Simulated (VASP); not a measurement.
A run of VASP 6.6.1 is set up as follows.

Contents of POSCAR:

```
Zn
1.0
    0.0000000000      1.9647760000      1.9647760000
    1.9647760000      0.0000000000      1.9647760000
    1.9647760000      1.9647760000      0.0000000000
Zn
1
Direct
    0.0000000000      0.0000000000      0.0000000000
```

Contents of INCAR.step1:

```
SYSTEM = Zn
ALGO = Normal ; EDIFF = 1E-4
ENCUT = 600 ; GGA = PE
ISMEAR = 1 ; LASPH = .TRUE.
LCHARG = .FALSE. ; LREAL = .FALSE.
LWAVE = .TRUE. ; NELM = 60
PREC = Accurate ; SIGMA = 0.1
```

Contents of INCAR.step2:

```
SYSTEM = Zn
ALGO = Normal ; EDIFF = 1E-6
EDIFFG = -0.01 ; ENCUT = 600
IBRION = 2 ; ISIF = 3
ISMEAR = 1 ; ISTART = 1
LASPH = .TRUE. ; LCHARG = .FALSE.
LMIXTAU = .TRUE. ; LREAL = .FALSE.
LWAVE = .FALSE. ; METAGGA = R2SCAN
NELM = 60 ; NSW = 60
PREC = Accurate ; SIGMA = 0.1
```

File KPOINTS:

```
k-points
0
G
  9 9 9
  0 0 0
```

Potentials or basis: VASP PAW PBE potentials, release 64 (Zn).

Launch:

```console
$ cat potpaw_PBE.64/Zn/POTCAR > POTCAR
$ cp INCAR.step1 INCAR
$ mpirun -np 1 vasp_std > vasp.out
$ cp INCAR.step2 INCAR
$ mpirun -np 1 vasp_std > vasp.out
```

(1) What does it give for the relaxed volume?

(2) Estimate the space group after relaxing (to 0.05 Å).

Answers

(1) 14.40 Å³/atom.

(2) Fm-3m (No. 225).

Caveat: the PAW data sets were made with another functional, which shifts forces and pressure a little.
